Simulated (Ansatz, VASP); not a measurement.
One calculation of MoW5, two programs

File INCAR:

```
  PREC = Accurate
  ENCUT = 520
  EDIFF = 1E-6
  ISMEAR = 0
  SIGMA = 0.1
  LREAL = F
  LASPH = T
  NELM = 100
  ALGO = Fast
  ISIF = 2
  LWAVE = F
  LCHARG = T
  GGA = PE
  LELF = T
  LVHAR = T
  NBANDS = 51
```

The input KPOINTS:

```
regular mesh
0
Gamma
  6 6 2
```

The input POSCAR:

```
MoW5
1.0
    3.1798401000      0.0000000000      0.0000000000
    0.0000000000      3.1798401000      0.0000000000
    0.0000000000      0.0000000000      9.5417943000
Mo W
1 5
Direct
    0.5000000000      0.5000000000      0.5000000000
    0.0000000000      0.0000000000      0.6659340000
    0.5000000000      0.5000000000      0.8328580000
    0.0000000000      0.0000000000      0.0000000000
    0.5000000000      0.5000000000      0.1671420000
    0.0000000000      0.0000000000      0.3340660000
```

Input for Ansatz:

```yaml
crystal:
  lattice:
    - [3.1798401, 0.0, 0.0]
    - [0.0, 3.1798401, 0.0]
    - [0.0, 0.0, 9.5417943]
  atoms:
    - { symbol: Mo, position: [0.5, 0.5, 0.5] }
    - { symbol: W, position: [0.0, 0.0, 0.665934] }
    - { symbol: W, position: [0.5, 0.5, 0.832858] }
    - { symbol: W, position: [0.0, 0.0, 0.0] }
    - { symbol: W, position: [0.5, 0.5, 0.167142] }
    - { symbol: W, position: [0.0, 0.0, 0.334066] }
basis:
  ecutwfc: 420
kpoints:
  mp_grid: { grid: [6, 6, 2] }
hamiltonian:
  xc: pbe
scf:
  occupations: { method: gaussian, width: 0.1 }
  lower_state_search: "off"
output:
  forces: true
  stress: true
  eigenvalues: true
```

Alike in both runs: task single point; functional PBE; k mesh 6 × 6 × 2; occupations gaussian, width 0.1 eV; no spin polarisation.

```csv
,VASP,Ansatz
version,VASP 6.6.1,Ansatz 0.2.0
potentials or method,"VASP PAW PBE potentials, release 64 (Mo_sv, W_sv), cutoff 520 eV","scalar-relativistic, plane waves, PAW"
valence electrons in the cell,84,84
```

```tsv
	VASP	Ansatz	Ansatz less VASP
gap on the k mesh at the Fermi level (eV)	none	none	-
pressure (GPa)	0.3	-0.2	-0.51
traceless stress, the component that is largest in VASP (GPa)	0.10	0.11	+0.005
```

A gap of «none» marks a metal or a gap that the smearing closes. The functional is the same, so the differences come from potentials, cutoffs and numerics.

Neither program's run includes spin-orbit coupling.
